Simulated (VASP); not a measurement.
Write the native input for VASP 6.6.1 that does the following.

- Task: single point
- Functional: PBE
- Potentials or basis: VASP PAW PBE potentials, release 64 (O, Hf_pv)
- Cutoff: 520 eV
- k mesh: 9 × 9 × 1
- Occupations: fermi-dirac, width 0.025 eV
- Spin: no spin polarisation
- Dipole correction: yes
- Further INCAR settings: ALGO = Normal; EDIFF = 1e-06; NBANDS = 50

The structure of Hf3O8 lies in POSCAR:

```
Hf3O8
1.0
    3.6045556755      0.0000000000      0.0000000000
   -1.8022778378      3.1216367844      0.0000000000
    0.0000000000      0.0000000000     25.3008758470
O Hf
8 3
Direct
    0.6666666667      0.3333333333      0.2964324257
    0.0000000000      0.0000000000      0.3545945898
    0.3333333333      0.6666666667      0.4127567539
    0.6666666667      0.3333333333      0.4709189180
    0.0000000000      0.0000000000      0.5290810820
    0.3333333333      0.6666666667      0.5872432461
    0.6666666667      0.3333333333      0.6454054102
    0.0000000000      0.0000000000      0.7035675743
    0.6666666667      0.3333333333      0.3836756718
    0.3333333333      0.6666666667      0.5000000000
    0.0000000000      0.0000000000      0.6163243282
```

One way to write it, as run:

INCAR

```
SYSTEM = Hf3O8
  PREC = Accurate
  ENCUT = 520
  EDIFF = 1E-6
  ISMEAR = -1
  SIGMA = 0.025
  LREAL = .False.
  LASPH = .True.
  NELM = 60
  ALGO = Normal
  ISIF = 2
  LWAVE = .False.
  LCHARG = .False.
  LDIPOL = .True.
  IDIPOL = 3
  DIPOL = 0.5 0.5 0.500
  GGA = PE
  NBANDS = 50
```

KPOINTS

```
regular mesh
0
Gamma
  9 9 1
  0 0 0
```

Potentials or basis: VASP PAW PBE potentials, release 64 (O, Hf_pv).

Launch:

```sh
$ cat potpaw_PBE.64/O/POTCAR potpaw_PBE.64/Hf_pv/POTCAR > POTCAR
$ mpirun -np 1 vasp_std > vasp.out
```

Results of the run:

| Property | Result |
| --- | --- |
| Largest force | 2.777 eV/Å |
| Band gap on the k mesh | zero (band 39 reaches -4.03 eV, above the bottom of band 40 at -4.13 eV) |

Caveat: spin-orbit coupling is left out, which moves the levels of the heavy elements.

Wall time 4.5 min on 1 thread of Intel(R) Xeon(R) 6975P-C (Granite Rapids) (shared host), peak memory 0.47 GiB.
